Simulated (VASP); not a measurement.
# LiHPd (P4/mmm) in VASP: further runs

LiHPd is run at these levels: LDA; tasks: single point.

Program: VASP 6.6.1. These are calculated values, not measurements. Logs are shortened: lines on timing, memory, paths and dates and some standing lists are left out, and cuts for length are marked.

## (1) The cell of the first run

Symmetry: P4/mmm, No. 123, tetragonal system. Conventional cell: a = 2.684 Å, b = 2.684 Å, c = 3.770 Å, α = 90.00°, β = 90.00°, γ = 90.00°. Li (site symmetry 4/mmm) has 2 H at 1.88 Å within 2.5 Å. Within 2.5 Å of H (site symmetry 4/mmm) lie 2 Li at 1.88 Å and 4 Pd at 1.90 Å. Pd (site symmetry 4/mmm) has 4 H at 1.90 Å within 2.5 Å.

## (2) Single point, LDA

INCAR reads:

```
PREC     = Accurate       # precision mode
ENCUT    = 520            # plane-wave cutoff, eV
EDIFF    = 1E-6           # SCF threshold, eV
ISMEAR   = 0              # smearing method
SIGMA    = 0.15           # smearing width, eV
LREAL    = F              # projectors in reciprocal space
LASPH    = T              # aspherical terms in the spheres
NELM     = 60             # most SCF steps
ALGO     = Normal         # electronic algorithm
ISIF     = 2              # what is computed and relaxed
LWAVE    = F              # write WAVECAR
LCHARG   = F              # write CHGCAR
GGA      = CA             # functional
NBANDS   = 14             # bands
```

KPOINTS reads:

```
regular mesh
0
Gamma
  10 10 7
```

POSCAR reads:

```
LiHPd
1.0
    2.6835458834      0.0000000000      0.0000000000
    0.0000000000      2.6835458834      0.0000000000
    0.0000000000      0.0000000000      3.7695746867
Li H Pd
1 1 1
Direct
    0.5000000000      0.5000000000      0.5000000000
    0.5000000000      0.5000000000      0.0000000000
    0.0000000000      0.0000000000      0.0000000000
```

Potentials or basis: VASP PAW LDA potentials, release 64 (Li_sv, H, Pd).

Command:

```
$ cat potpaw_LDA.64/Li_sv/POTCAR potpaw_LDA.64/H/POTCAR potpaw_LDA.64/Pd/POTCAR > POTCAR
$ mpirun -np 1 vasp_std > vasp.out
```

OUTCAR:

```text
PREC = Accurate
   ENCUT = 520
   EDIFF = 1E-6
   ISMEAR = 0
   LREAL = F
   LASPH = T
   NELM = 60
   ISIF = 2
   GGA = CA

 ion  position               nearest neighbor table
   1  0.500  0.500  0.500-   3 2.67   3 2.67   3 2.67   3 2.67   3 2.67   3 2.67   3 2.67   3 2.67

   2  0.500  0.500  0.000-   3 1.90   3 1.90   3 1.90   3 1.90
   3  0.000  0.000  0.000-   2 1.90   2 1.90   2 1.90   2 1.90   1 2.67   1 2.67   1 2.67   1 2.67
                             1 2.67   1 2.67   1 2.67   1 2.67

  LATTYP: Found a simple tetragonal cell.
 ALAT       =     2.6835458834
 C/A-ratio  =     1.4046991743

  Lattice vectors:

 A1 = (   2.6835458834,   0.0000000000,   0.0000000000)
 A2 = (   0.0000000000,   2.6835458834,   0.0000000000)
 A3 = (   0.0000000000,   0.0000000000,   3.7695746867)

Analysis of symmetry for initial positions (statically):
=====================================================================
 Subroutine PRICEL returns:
 Original cell was already a primitive cell.

 Routine SETGRP: Setting up the symmetry group for a
 simple tetragonal supercell.

 Subroutine GETGRP returns: Found 16 space group operations
 (whereof 16 operations were pure point group operations)
 out of a pool of 16 trial point group operations.

The static configuration has the point symmetry D_4h.

Analysis of symmetry for dynamics (positions and initial velocities):
=====================================================================
 Subroutine PRICEL returns:
 Original cell was already a primitive cell.

 Routine SETGRP: Setting up the symmetry group for a
 simple tetragonal supercell.

 Subroutine GETGRP returns: Found 16 space group operations
 (whereof 16 operations were pure point group operations)
 out of a pool of 16 trial point group operations.

The dynamic configuration has the point symmetry D_4h.

 Subroutine INISYM returns: Found 16 space group operations
 (whereof 16 operations are pure point group operations),
 and found     1 'primitive' translations

----------------------------------------------------------------------------------------

                                     Primitive cell

  volume of cell :      27.1463

  direct lattice vectors                    reciprocal lattice vectors
     2.683545883  0.000000000  0.000000000     0.372641290  0.000000000  0.000000000
     0.000000000  2.683545883  0.000000000     0.000000000  0.372641290  0.000000000
     0.000000000  0.000000000  3.769574687     0.000000000  0.000000000  0.265281917

  length of vectors
     2.683545883  2.683545883  3.769574687     0.372641290  0.372641290  0.265281917

  position of ions in fractional coordinates (direct lattice)
     0.500000000  0.500000000  0.500000000
     0.500000000  0.500000000  0.000000000
     0.000000000  0.000000000  0.000000000

  ion indices of the primitive-cell ions
   primitive index   ion index
                 1           1
                 2           2
                 3           3

----------------------------------------------------------------------------------------

 KPOINTS: regular mesh

Automatic generation of k-mesh.
 Grid dimensions read from file:
 generate k-points for:   10   10    7

 Generating k-lattice:

  Cartesian coordinates                     Fractional coordinates (reciprocal lattice)
     0.037264129  0.000000000  0.000000000     0.100000000  0.000000000  0.000000000
     0.000000000  0.037264129  0.000000000     0.000000000  0.100000000  0.000000000
     0.000000000  0.000000000  0.037897417     0.000000000  0.000000000  0.142857143

  Length of vectors
     0.037264129  0.037264129  0.037897417

  Shift w.r.t. Gamma in fractional coordinates (k-lattice)
     0.000000000  0.000000000  0.000000000

 Subroutine IBZKPT returns following result:
 ===========================================

 Found     84 irreducible k-points:

 Following reciprocal coordinates:
            Coordinates               Weight
  0.000000  0.000000  0.000000      1.000000
  0.100000  0.000000  0.000000      4.000000
  0.200000  0.000000  0.000000      4.000000
  0.300000  0.000000  0.000000      4.000000
  0.400000  0.000000  0.000000      4.000000
  0.500000  0.000000  0.000000      2.000000
[... 16 lines left out ...]
  0.100000  0.000000  0.142857      8.000000
  0.200000  0.000000  0.142857      8.000000
 [... further k-points ...]
   k-points           NKPTS =     84   k-points in BZ     NKDIM =     84   number of bands    NBANDS=     14
   number of dos      NEDOS =    301   number of ions     NIONS =      3
   total plane-waves  NPLWV =  11200
   dimension x,y,z NGX =    20 NGY =   20 NGZ =   28
   dimension x,y,z NGXF=    40 NGYF=   40 NGZF=   56
   ions per type =               1   1   1
   NGX,Y,Z   is equivalent  to a cutoff of  12.39, 12.39, 12.35 a.u.
   NGXF,Y,Z  is equivalent  to a cutoff of  24.78, 24.78, 24.70 a.u.
 SYSTEM =  unknown system
   PREC   = accura    normal or accurate (medium, high low for compatibility)
   ISTART =      0    job   : 0-new  1-cont  2-samecut
   ICHARG =      2    charge: 1-file 2-atom 10-const
   ISPIN  =      1    spin polarized calculation?
   LNONCOLLINEAR =      F non collinear calculations
   LSORBIT =      F    spin-orbit coupling
   LASPH  =      T    aspherical Exc in radial PAW
   ENCUT  =  520.0 eV  38.22 Ry    6.18 a.u.   4.99  4.99  7.01*2*pi/ulx,y,z
   NELM   =     60;   NELMIN=  2; NELMDL= -5     # of ELM steps
   EDIFF  = 0.1E-05   stopping-criterion for ELM
   LREAL  =      F    real-space projection
   EDIFFG = 0.1E-04   stopping-criterion for IOM
   NSW    =      0    number of steps for IOM
   IBRION =     -1    ionic relax: 0-MD 1-quasi-New 2-CG
   NFREE  =      0    steps in history (QN), initial steepest desc. (CG)
   ISIF   =      2    stress and relaxation
   ISYM   =      2    0-nonsym 1-usesym 2-fastsym
   POTIM  = 0.5000    time-step for ionic-motion
   TEBEG  =    0.0;   TEEND  =   0.0 temperature during run
   PSTRESS=    0.0 pullay stress
   NELECT =      14.0000    total number of electrons
   NUPDOWN=      -1.0000    fix difference up-down
   EMIN   =  10.00;   EMAX   =-10.00  energy-range for DOS
   EFERMI =   0.00;   METHOD = LEGACY
   ISMEAR =     0;   SIGMA  =   0.15  broadening in eV -4-tet -1-fermi 0-gaus
   EFERMI_NEDOS =   21; number of points for ismear=-14 and -15
   IALGO  =     38    algorithm
   IMIX   =      4    mixing-type and parameters
     AMIX     =   0.40;   BMIX     =  1.00
     AMIX_MAG =   1.60;   BMIX_MAG =  1.00
  volume/ion in A,a.u.               =       9.05        61.06
  Fermi-wavevector in a.u.,A,eV,Ry     =   1.312847  2.480921 23.450548  1.723567
  Thomas-Fermi vector in A             =   2.443211
   LORBIT       =      0    0 simple, 1 ext, 2 COOP (PROOUT), +10 PAW based schemes
   GGA     = CA    functional components
   LHFCALC =     F    Hartree Fock is set to
   AEXX    =    0.0000 exact exchange contribution
   IVDW    =     0    specifies the selected vdW correction
   LEPSILON=     F    determine dielectric tensor
   LRPA    =     F    only Hartree local field effects (RPA)
 non-spin polarized calculation
 Gauss-broadening in eV      SIGMA  =   0.15
  energy-cutoff  :      520.00
  volume of cell :       27.15
 maximum number of plane-waves:       749
 NGX is ok and might be reduce to    20
   NGX =  9   NGY =  9   NGZ = 15

 number of electron      13.9999984 magnetization

 Free energy of the ion-electron system (eV)
  ---------------------------------------------------
  ext. energy  EPLUGINS =         0.00000000
  ---------------------------------------------------
  free energy    TOTEN  =       -13.42375765 eV

  energy without entropy =      -13.41967714  energy(sigma->0) =      -13.42171739

 E-fermi :   7.4097     XC(G=0): -11.6875

 val. band max:        7.3039831394   @ k =   0.4000   0.4000   0.1429
 cond. band min:       7.4321040253   @ k =   0.3000   0.1000   0.4286
 fundamental gap:      0.1281208859
 Fermi energy:         7.4096881731

 k-point     1 :       0.0000    0.0000    0.0000
  band No.  band energies     occupation
      1     -37.4381      2.00000
      2      -2.6635      2.00000
      3       1.8239      2.00000
      4       2.6204      2.00000
      5       5.2215      2.00000
      6       5.2215      2.00000
      7       5.6858      2.00000
      8       8.6377      0.00000
      9      13.5950      0.00000
     10      18.0285      0.00000
     11      18.0285      0.00000
     12      23.5642      0.00000
     13      23.5902      0.00000
     14      26.9672      0.00000

 k-point     2 :       0.1000    0.0000    0.0000
  band No.  band energies     occupation
      1     -37.4351      2.00000
      2      -2.4210      2.00000
      3       1.9575      2.00000
      4       2.6816      2.00000
      5       4.8010      2.00000
      6       5.2429      2.00000
      7       5.4985      2.00000
      8       9.2145      0.00000
      9      13.0853      0.00000
     10      17.1960      0.00000
     11      18.3817      0.00000
     12      22.5280      0.00000
     13      25.1222      0.00000
     14      26.2780      0.00000

 k-point     3 :       0.2000    0.0000    0.0000
  band No.  band energies     occupation
      1     -37.4273      2.00000
      2      -1.7297      2.00000
      3       2.2968      2.00000
      4       2.8481      2.00000
      5       4.0086      2.00000
      6       5.0434      2.00000
      7       5.2994      2.00000
      8      10.5006      0.00000
      9      11.7013      0.00000
     10      16.0892      0.00000
     11      19.3396      0.00000
     12      20.9520      0.00000
     13      23.7678      0.00000
     14      27.3389      0.00000
[... 324 lines left out ...]
 k-point    23 :       0.1000    0.0000    0.1429
  band No.  band energies     occupation
      1     -37.4347      2.00000
      2      -2.4120      2.00000
      3       1.9661      2.00000
      4       2.8500      2.00000
      5       4.7690      2.00000
      6       5.2112      2.00000
      7       5.5007      2.00000
      8       8.4981      0.00000
      9      13.9288      0.00000
     10      17.5082      0.00000
     11      18.6935      0.00000
     12      21.7940      0.00000
     13      24.4438      0.00000
     14      26.6260      0.00000

 k-point    24 :       0.2000    0.0000    0.1429
  band No.  band energies     occupation
      1     -37.4269      2.00000
      2      -1.7189      2.00000
      3       2.3073      2.00000
      4       2.9916      2.00000
      5       4.0057      2.00000
      6       5.0465      2.00000
      7       5.2722      2.00000
      8       9.3584      0.00000
      9      12.7565      0.00000
     10      16.5023      0.00000
     11      19.6237      0.00000
     12      19.9856      0.00000
     13      24.8277      0.00000
     14      26.5747      0.00000

 [... further k-points ...]

------------------------ aborting loop because EDIFF is reached ----------------------------------------

  FORCE on cell =-STRESS in cart. coord.  units (eV):
  Direction    XX          YY          ZZ          XY          YZ          ZX
  --------------------------------------------------------------------------------------
  -------------------------------------------------------------------------------------
  Total        1.4742537      1.4742537      0.7153419      0.0000000      0.0000000      0.0000000
  in kB       87.0106479     87.0106479     42.2195707      0.0000000      0.0000000      0.0000000
  external PRESSURE =      72.0802888 kB  Pullay stress =       0.0000000 kB

 VOLUME and BASIS-vectors are now :
 -----------------------------------------------------------------------------
  energy-cutoff  :      520.00
  volume of cell :       27.15
      direct lattice vectors                 reciprocal lattice vectors
     2.683545883  0.000000000  0.000000000     0.372641290  0.000000000  0.000000000
     0.000000000  2.683545883  0.000000000     0.000000000  0.372641290  0.000000000
     0.000000000  0.000000000  3.769574687     0.000000000  0.000000000  0.265281917

 POSITION                                       TOTAL-FORCE (eV/Angst)
 -----------------------------------------------------------------------------------
      1.34177      1.34177      1.88479         0.000000      0.000000      0.000000
      1.34177      1.34177      0.00000         0.000000      0.000000      0.000000
      0.00000      0.00000      0.00000         0.000000      0.000000      0.000000
 -----------------------------------------------------------------------------------
    total drift:                               -0.000000      0.000000      0.000000

  FREE ENERGIE OF THE ION-ELECTRON SYSTEM (eV)
  ---------------------------------------------------
  free  energy   TOTEN  =       -13.4237576463 eV

  energy  without entropy=      -13.4196771381  energy(sigma->0) =      -13.42171739
```

It took 10 s on 1 thread of Intel Xeon 6975P-C (Granite Rapids), shared host; peak memory 0.14 GiB.

Results:

| Item | Value |
| --- | --- |
| Free energy | -13.4238 eV |
| Band gap on the k mesh | zero (band 7 reaches 11.62 eV, above the bottom of band 8 at 5.69 eV) |

Caveat: the cutoff is under 1.25 times the usual one of these potentials, so pressure, stress and relaxed cells hold a basis-set (Pulay) error.

[end of part 1 of 2]
